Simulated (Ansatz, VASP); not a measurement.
## Rh: VASP beside Ansatz

Contents of INCAR:

```
SYSTEM = Rh
  PREC = Accurate
  ENCUT = 500
  EDIFF = 1E-6
  ISMEAR = 0
  SIGMA = 0.1
  LREAL = .False.
  LASPH = .True.
  NELM = 120
  ALGO = Normal
  ISIF = 2
  LWAVE = .False.
  LCHARG = .True.
  GGA = PE
  LELF = .True.
  LVHAR = .True.
  NBANDS = 14
  GGA_COMPAT = .False.
```

Contents of KPOINTS:

```
regular mesh
0
Gamma
  8 8 8
  0 0 0
```

The input POSCAR:

```
Rh
1.0
    0.0000000000      1.8978500000      1.8978500000
    1.8978500000      0.0000000000      1.8978500000
    1.8978500000      1.8978500000      0.0000000000
Rh
1
Direct
    0.0000000000      0.0000000000      0.0000000000
```

Input for Ansatz:

```yaml
crystal:
  lattice:
    - [0.0, 1.89785, 1.89785]
    - [1.89785, 0.0, 1.89785]
    - [1.89785, 1.89785, 0.0]
  atoms:
    - { symbol: Rh, position: [0.0, 0.0, 0.0] }
basis:
  ecutwfc: 420
kpoints:
  mp_grid: { grid: [8, 8, 8] }
hamiltonian:
  xc: pbe
scf:
  occupations: { method: gaussian, width: 0.1 }
output:
  forces: true
  stress: true
  eigenvalues: true
```

Alike in both runs: task single point; functional PBE; k mesh 8 × 8 × 8; occupations gaussian, width 0.1 eV; no spin polarisation.

```csv
,VASP,Ansatz
version,VASP 6.6.1,Ansatz 0.2.0
potentials or method,"VASP PAW PBE potentials, release 64 (Rh_pv), cutoff 500 eV","scalar-relativistic, plane waves, PAW"
valence electrons in the cell,15,17
```

|  | VASP | Ansatz | Ansatz less VASP |
| --- | --- | --- | --- |
| gap on the k mesh at the Fermi level (eV) | none | none | - |
| pressure (GPa) | 8.4 | 8.3 | -0.11 |

A gap of «none» marks a metal or a gap that the smearing closes. VASP's potentials hold 15 valence electrons a cell and Ansatz's 17, so a difference there can come from the potentials and not from the codes.
